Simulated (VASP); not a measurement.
# NaAl2O3 (I4/mmm) in VASP: further runs

Runs on NaAl2O3. Level: PBE. Tasks: single point.

Everything below comes from runs of VASP 6.6.1. Logs are shortened: lines on timing, memory, paths and dates and some standing lists are left out, and cuts for length are marked.

## 1. The cell of the first run

It takes space group I4/mmm (No. 139, tetragonal). Conventional cell: a = 3.713 Å, b = 3.713 Å, c = 10.130 Å, α = 90.00°, β = 90.00°, γ = 90.00°. Na (site symmetry 4/mmm) has 12 O at 2.63 to 3.14 Å and 10 Al at 3.18 to 3.27 Å within 3.5 Å. Within 2.4 Å of Al (site symmetry 4mm) lie 5 O at 1.80 to 2.00 Å. O (site symmetry -4m2) has 4 Al at 2.00 Å and 4 O at 2.63 Å within 2.7 Å. Within 2.4 Å of O (site symmetry 4/mmm) lie 2 Al at 1.80 Å.

The cell was generated, and may not be a known phase.

## 2. Single point, PBE

INCAR reads:

```
PREC     = Accurate       # precision mode
ENCUT    = 520            # plane-wave cutoff, eV
EDIFF    = 1E-6           # SCF threshold, eV
ISMEAR   = 0              # smearing method
SIGMA    = 0.1            # smearing width, eV
LREAL    = False          # projectors in reciprocal space
LASPH    = True           # aspherical terms in the spheres
NELM     = 100            # most SCF steps
ALGO     = Normal         # electronic algorithm
ISIF     = 2              # what is computed and relaxed
LWAVE    = False          # write WAVECAR
LCHARG   = True           # write CHGCAR
GGA      = PE             # functional
LELF     = True           # ELF
LVHAR    = True         
NBANDS   = 24             # bands
```

KPOINTS reads:

```
Automatic mesh
0
Gamma
  12 12 12
```

POSCAR reads:

```
NaAl2O3
1.0
   -1.8564809040      1.8564809040      5.0651590101
    1.8564809040     -1.8564809040      5.0651590101
    1.8564809040      1.8564809040     -5.0651590101
Na Al O
1 2 3
Direct
    0.5000000000      0.5000000000      0.0000000000
    0.8223504107      0.8223504107      0.0000000000
    0.1776495893      0.1776495893      0.0000000000
    0.2500000000      0.7500000000      0.5000000000
    0.7500000000      0.2500000000      0.5000000000
    0.0000000000      0.0000000000      0.0000000000
```

Potentials or basis: VASP PAW PBE potentials, release 64 (Na_pv, Al, O).

Started as:

```sh
> cat potpaw_PBE.64/Na_pv/POTCAR potpaw_PBE.64/Al/POTCAR potpaw_PBE.64/O/POTCAR > POTCAR
> mpirun -np 1 vasp_std > vasp.out
```

OUTCAR:

```text
PREC = Accurate
   ENCUT = 520
   EDIFF = 1E-6
   ISMEAR = 0
   LREAL = False
   LASPH = True
   NELM = 100
   ISIF = 2
   GGA = PE

 ion  position               nearest neighbor table
   1  0.500  0.500  0.000-
   2  0.822  0.822  0.000-   6 1.80   5 2.00   4 2.00   5 2.00   4 2.00   3 3.01   3 3.01   3 3.01
                             3 3.01
   3  0.178  0.178  0.000-   6 1.80   4 2.00   5 2.00   4 2.00   5 2.00   2 3.01   2 3.01   2 3.01
                             2 3.01
   4  0.250  0.750  0.500-   2 2.00   3 2.00   2 2.00   3 2.00
   5  0.750  0.250  0.500-   2 2.00   3 2.00   2 2.00   3 2.00
   6  0.000  0.000  0.000-   2 1.80   3 1.80

  LATTYP: Found a body centered tetragonal cell.
 ALAT       =     3.7129618080
 C/A-ratio  =     2.7283658018

  Lattice vectors:

 A1 = (  -1.8564809040,   1.8564809040,   5.0651590101)
 A2 = (   1.8564809040,  -1.8564809040,   5.0651590101)
 A3 = (   1.8564809040,   1.8564809040,  -5.0651590101)

Analysis of symmetry for initial positions (statically):
=====================================================================
 Subroutine PRICEL returns:
 Original cell was already a primitive cell.

 Routine SETGRP: Setting up the symmetry group for a
 body centered tetragonal supercell.

 Subroutine GETGRP returns: Found 16 space group operations
 (whereof 16 operations were pure point group operations)
 out of a pool of 16 trial point group operations.

The static configuration has the point symmetry D_4h.

Analysis of symmetry for dynamics (positions and initial velocities):
=====================================================================
 Subroutine PRICEL returns:
 Original cell was already a primitive cell.

 Routine SETGRP: Setting up the symmetry group for a
 body centered tetragonal supercell.

 Subroutine GETGRP returns: Found 16 space group operations
 (whereof 16 operations were pure point group operations)
 out of a pool of 16 trial point group operations.

The dynamic configuration has the point symmetry D_4h.

 Subroutine INISYM returns: Found 16 space group operations
 (whereof 16 operations are pure point group operations),
 and found     1 'primitive' translations

----------------------------------------------------------------------------------------

                                     Primitive cell

  volume of cell :      69.8287

  direct lattice vectors                    reciprocal lattice vectors
    -1.856480904  1.856480904  5.065159010     0.000000000  0.269326767  0.098713584
     1.856480904 -1.856480904  5.065159010     0.269326767  0.000000000  0.098713584
     1.856480904  1.856480904 -5.065159010     0.269326767  0.269326767  0.000000000

  length of vectors
     5.705162442  5.705162442  5.705162442     0.286847136  0.286847136  0.380885567

  position of ions in fractional coordinates (direct lattice)
     0.500000000  0.500000000  0.000000000
     0.822350411  0.822350411  0.000000000
     0.177649589  0.177649589  0.000000000
     0.250000000  0.750000000  0.500000000
     0.750000000  0.250000000  0.500000000
     0.000000000  0.000000000  0.000000000

  ion indices of the primitive-cell ions
   primitive index   ion index
                 1           1
                 2           2
                 3           3
                 4           4
                 5           5
                 6           6

----------------------------------------------------------------------------------------

 KPOINTS: Automatic mesh

Automatic generation of k-mesh.
 Grid dimensions read from file:
 generate k-points for:   12   12   12

 Generating k-lattice:

  Cartesian coordinates                     Fractional coordinates (reciprocal lattice)
     0.000000000  0.022443897  0.008226132     0.083333333  0.000000000  0.000000000
     0.022443897  0.000000000  0.008226132     0.000000000  0.083333333  0.000000000
     0.022443897  0.022443897  0.000000000     0.000000000  0.000000000  0.083333333

  Length of vectors
     0.023903928  0.023903928  0.031740464

  Shift w.r.t. Gamma in fractional coordinates (k-lattice)
     0.000000000  0.000000000  0.000000000

 Subroutine IBZKPT returns following result:
 ===========================================

 Found    163 irreducible k-points:

 Following reciprocal coordinates:
            Coordinates               Weight
  0.000000  0.000000  0.000000      1.000000
  0.083333  0.000000 -0.000000      8.000000
  0.166667  0.000000 -0.000000      8.000000
  0.250000  0.000000 -0.000000      8.000000
  0.333333  0.000000 -0.000000      8.000000
  0.416667  0.000000 -0.000000      8.000000
[... 16 lines left out ...]
  0.500000  0.166667 -0.000000     16.000000
 -0.416667  0.166667  0.000000     16.000000
 [... further k-points ...]
   k-points           NKPTS =    163   k-points in BZ     NKDIM =    163   number of bands    NBANDS=     24
   number of dos      NEDOS =    301   number of ions     NIONS =      6
   total plane-waves  NPLWV =  74088
   dimension x,y,z NGX =    42 NGY =   42 NGZ =   42
   dimension x,y,z NGXF=    84 NGYF=   84 NGZF=   84
   ions per type =               1   2   3
   NGX,Y,Z   is equivalent  to a cutoff of  12.24, 12.24, 12.24 a.u.
   NGXF,Y,Z  is equivalent  to a cutoff of  24.48, 24.48, 24.48 a.u.
 SYSTEM =  unknown system
   PREC   = accura    normal or accurate (medium, high low for compatibility)
   ISTART =      0    job   : 0-new  1-cont  2-samecut
   ICHARG =      2    charge: 1-file 2-atom 10-const
   ISPIN  =      1    spin polarized calculation?
   LNONCOLLINEAR =      F non collinear calculations
   LSORBIT =      F    spin-orbit coupling
   LASPH  =      T    aspherical Exc in radial PAW
   ENCUT  =  520.0 eV  38.22 Ry    6.18 a.u.  10.61 10.61 10.61*2*pi/ulx,y,z
   NELM   =    100;   NELMIN=  2; NELMDL= -5     # of ELM steps
   EDIFF  = 0.1E-05   stopping-criterion for ELM
   LREAL  =      F    real-space projection
   EDIFFG = 0.1E-04   stopping-criterion for IOM
   NSW    =      0    number of steps for IOM
   IBRION =     -1    ionic relax: 0-MD 1-quasi-New 2-CG
   NFREE  =      0    steps in history (QN), initial steepest desc. (CG)
   ISIF   =      2    stress and relaxation
   ISYM   =      2    0-nonsym 1-usesym 2-fastsym
   POTIM  = 0.5000    time-step for ionic-motion
   TEBEG  =    0.0;   TEEND  =   0.0 temperature during run
   PSTRESS=    0.0 pullay stress
   NELECT =      31.0000    total number of electrons
   NUPDOWN=      -1.0000    fix difference up-down
   EMIN   =  10.00;   EMAX   =-10.00  energy-range for DOS
   EFERMI =   0.00;   METHOD = LEGACY
   ISMEAR =     0;   SIGMA  =   0.10  broadening in eV -4-tet -1-fermi 0-gaus
   EFERMI_NEDOS =   21; number of points for ismear=-14 and -15
   IALGO  =     38    algorithm
   IMIX   =      4    mixing-type and parameters
     AMIX     =   0.40;   BMIX     =  1.00
     AMIX_MAG =   1.60;   BMIX_MAG =  1.00
  volume/ion in A,a.u.               =      11.64        78.54
  Fermi-wavevector in a.u.,A,eV,Ry     =   1.248870  2.360023 21.220698  1.559677
  Thomas-Fermi vector in A             =   2.382937
   LORBIT       =      0    0 simple, 1 ext, 2 COOP (PROOUT), +10 PAW based schemes
   GGA     = PE    functional components
   LHFCALC =     F    Hartree Fock is set to
   AEXX    =    0.0000 exact exchange contribution
   IVDW    =     0    specifies the selected vdW correction
   LEPSILON=     F    determine dielectric tensor
   LRPA    =     F    only Hartree local field effects (RPA)
 non-spin polarized calculation
 Gauss-broadening in eV      SIGMA  =   0.10
  energy-cutoff  :      520.00
  volume of cell :       69.83
 maximum number of plane-waves:      1896
   NGX = 21   NGY = 21   NGZ = 21

 number of electron      31.0000008 magnetization

 Free energy of the ion-electron system (eV)
  ---------------------------------------------------
  ext. energy  EPLUGINS =         0.00000000
  ---------------------------------------------------
  free energy    TOTEN  =       -36.52406253 eV

  energy without entropy =      -36.51823016  energy(sigma->0) =      -36.52114634

 E-fermi :   8.6808     XC(G=0): -10.1739

 val. band max:        8.6696875484   @ k =  -0.1667  -0.1667   0.1667
 cond. band min:       8.6846297606   @ k =   0.2500   0.1667   0.0833
 fundamental gap:      0.0149422122
 Fermi energy:         8.6808133247

 k-point     1 :       0.0000    0.0000    0.0000
  band No.  band energies     occupation
      1     -18.0050      2.00000
      2     -17.9054      2.00000
      3     -17.9054      2.00000
      4     -15.1813      2.00000
      5     -13.0387      2.00000
      6     -12.9578      2.00000
[... 16 lines left out ...]
     23      14.6206      0.00000
     24      14.6206      0.00000

 k-point     2 :       0.0833    0.0000   -0.0000
  band No.  band energies     occupation
      1     -18.0049      2.00000
      2     -17.9082      2.00000
      3     -17.9051      2.00000
      4     -15.1456      2.00000
      5     -13.0753      2.00000
      6     -12.9550      2.00000
[... 16 lines left out ...]
     23      14.5449      0.00000
     24      14.6913      0.00000

 k-point     3 :       0.1667    0.0000   -0.0000
  band No.  band energies     occupation
      1     -18.0047      2.00000
      2     -17.9160      2.00000
      3     -17.9045      2.00000
      4     -15.0410      2.00000
      5     -13.1823      2.00000
      6     -12.9469      2.00000
[... 16 lines left out ...]
     23      14.7358      0.00000
     24      14.8515      0.00000
[... 514 lines left out ...]
 k-point    23 :       0.5000    0.1667   -0.0000
  band No.  band energies     occupation
      1     -18.0023      2.00000
      2     -17.9419      2.00000
      3     -17.9082      2.00000
      4     -14.0905      2.00000
      5     -14.0654      2.00000
      6     -12.9199      2.00000
[... 16 lines left out ...]
     23      14.1637      0.00000
     24      15.1256      0.00000

 k-point    24 :      -0.4167    0.1667    0.0000
  band No.  band energies     occupation
      1     -18.0021      2.00000
      2     -17.9397      2.00000
      3     -17.9086      2.00000
      4     -14.3349      2.00000
      5     -13.8296      2.00000
      6     -12.9141      2.00000
[... 16 lines left out ...]
     23      14.3262      0.00000
     24      15.0440      0.00000

 [... further k-points ...]

------------------------ aborting loop because EDIFF is reached ----------------------------------------

  FORCE on cell =-STRESS in cart. coord.  units (eV):
  Direction    XX          YY          ZZ          XY          YZ          ZX
  --------------------------------------------------------------------------------------
  -------------------------------------------------------------------------------------
  Total       -0.0315887     -0.0315887     -0.0180844      0.0000000      0.0000000      0.0000000
  in kB       -0.7247826     -0.7247826     -0.4149357      0.0000000      0.0000000      0.0000000
  external PRESSURE =      -0.6215003 kB  Pullay stress =       0.0000000 kB

 VOLUME and BASIS-vectors are now :
 -----------------------------------------------------------------------------
  energy-cutoff  :      520.00
  volume of cell :       69.83
      direct lattice vectors                 reciprocal lattice vectors
    -1.856480904  1.856480904  5.065159010     0.000000000  0.269326767  0.098713584
     1.856480904 -1.856480904  5.065159010     0.269326767  0.000000000  0.098713584
     1.856480904  1.856480904 -5.065159010     0.269326767  0.269326767  0.000000000

 POSITION                                       TOTAL-FORCE (eV/Angst)
 -----------------------------------------------------------------------------------
      0.00000      0.00000      5.06516         0.000000      0.000000     -0.000000
      0.00000      0.00000      8.33067        -0.000000     -0.000000     -0.006769
      0.00000      0.00000      1.79965         0.000000      0.000000      0.006769
      1.85648     -0.00000      2.53258         0.000000      0.000000     -0.000000
     -0.00000      1.85648      2.53258         0.000000      0.000000     -0.000000
      0.00000      0.00000      0.00000         0.000000      0.000000     -0.000000
 -----------------------------------------------------------------------------------
    total drift:                               -0.000000     -0.000000      0.000000

  FREE ENERGIE OF THE ION-ELECTRON SYSTEM (eV)
  ---------------------------------------------------
  free  energy   TOTEN  =       -36.5240625287 eV

  energy  without entropy=      -36.5182301598  energy(sigma->0) =      -36.52114634
```

Run time: 4.1 min. Hardware: 1 thread of AMD EPYC 9R45 (Zen 5), shared host; peak memory 0.36 GiB.

What came out:

| Quantity | Value |
| --- | --- |
| Free energy | -36.5241 eV |
| Pressure | -0.1 GPa |
| Largest force | 0.007 eV/Å |
| Band gap on the k mesh | zero (an odd number of electrons rules out a gap without spin polarisation) |

Forces on the atoms (eV/Å):
```
Na   0.000  0.000  0.000
Al   0.000  0.000 -0.007
Al   0.000  0.000  0.007
O    0.000  0.000  0.000
O    0.000  0.000  0.000
O    0.000  0.000  0.000
```

Caveat: an odd number of electrons without spin polarisation forces a metal; a magnetic or distorted state may lie lower.

## 3. Single point, PBE

INCAR reads:

```
SYSTEM = NaAl2O3
  PREC = Accurate
  ENCUT = 520
  EDIFF = 1E-6
  ISMEAR = 0
  SIGMA = 0.1
  LREAL = .FALSE.
  LASPH = .TRUE.
  NELM = 60
  ALGO = Normal
  ISIF = 2
  LWAVE = .FALSE.
  LCHARG = .FALSE.
  GGA = PE
  NBANDS = 24
```

KPOINTS reads:

```
regular mesh
0
G
  12 12 12
  0 0 0
```

POSCAR is that of step 2.

Potentials or basis: VASP PAW PBE potentials, release 64 (Na_pv, Al, O).

Started as:

```sh
> cat potpaw_PBE.64/Na_pv/POTCAR potpaw_PBE.64/Al/POTCAR potpaw_PBE.64/O/POTCAR > POTCAR
> mpirun -np 1 vasp_std > vasp.out
```

OUTCAR:

```text
SYSTEM = NaAl2O3
   PREC = Accurate
   ENCUT = 520
   EDIFF = 1E-6
   ISMEAR = 0
   LREAL = .FALSE.
   LASPH = .TRUE.
   NELM = 60
   ISIF = 2
   GGA = PE

 ion  position               nearest neighbor table
   1  0.500  0.500  0.000-
   2  0.822  0.822  0.000-   6 1.80   5 2.00   4 2.00   5 2.00   4 2.00   3 3.01   3 3.01   3 3.01
                             3 3.01
   3  0.178  0.178  0.000-   6 1.80   4 2.00   5 2.00   4 2.00   5 2.00   2 3.01   2 3.01   2 3.01
                             2 3.01
   4  0.250  0.750  0.500-   2 2.00   3 2.00   2 2.00   3 2.00
[... 857 lines left out ...]
  -------------------------------------------------------------------------------------
  Total       -0.0315887     -0.0315887     -0.0180844      0.0000000      0.0000000      0.0000000
  in kB       -0.7247826     -0.7247826     -0.4149357      0.0000000      0.0000000      0.0000000
  external PRESSURE =      -0.6215003 kB  Pullay stress =       0.0000000 kB

 VOLUME and BASIS-vectors are now :
 -----------------------------------------------------------------------------
  energy-cutoff  :      520.00
  volume of cell :       69.83
      direct lattice vectors                 reciprocal lattice vectors
    -1.856480904  1.856480904  5.065159010     0.000000000  0.269326767  0.098713584
     1.856480904 -1.856480904  5.065159010     0.269326767  0.000000000  0.098713584
     1.856480904  1.856480904 -5.065159010     0.269326767  0.269326767  0.000000000

 POSITION                                       TOTAL-FORCE (eV/Angst)
 -----------------------------------------------------------------------------------
      0.00000      0.00000      5.06516         0.000000      0.000000     -0.000000
      0.00000      0.00000      8.33067        -0.000000     -0.000000     -0.006769
      0.00000      0.00000      1.79965         0.000000      0.000000      0.006769
      1.85648     -0.00000      2.53258         0.000000      0.000000     -0.000000
     -0.00000      1.85648      2.53258         0.000000      0.000000     -0.000000
      0.00000      0.00000      0.00000         0.000000      0.000000     -0.000000
 -----------------------------------------------------------------------------------
    total drift:                               -0.000000     -0.000000      0.000000

  FREE ENERGIE OF THE ION-ELECTRON SYSTEM (eV)
  ---------------------------------------------------
  free  energy   TOTEN  =       -36.5240625287 eV

  energy  without entropy=      -36.5182301598  energy(sigma->0) =      -36.52114634
```

Run time: 4.1 min. Hardware: 1 thread of AMD EPYC 9R45 (Zen 5), shared host; peak memory 0.36 GiB.

What came out:

- Free energy: -36.5241 eV
- Pressure: -0.1 GPa
- Largest force: 0.007 eV/Å
- Band gap on the k mesh: zero (an odd number of electrons rules out a gap without spin polarisation)

Forces on the atoms (eV/Å):
```
Na   0.000  0.000  0.000
Al   0.000  0.000 -0.007
Al   0.000  0.000  0.007
O    0.000  0.000  0.000
O    0.000  0.000  0.000
O    0.000  0.000  0.000
```

Caveat: an odd number of electrons without spin polarisation forces a metal; a magnetic or distorted state may lie lower.
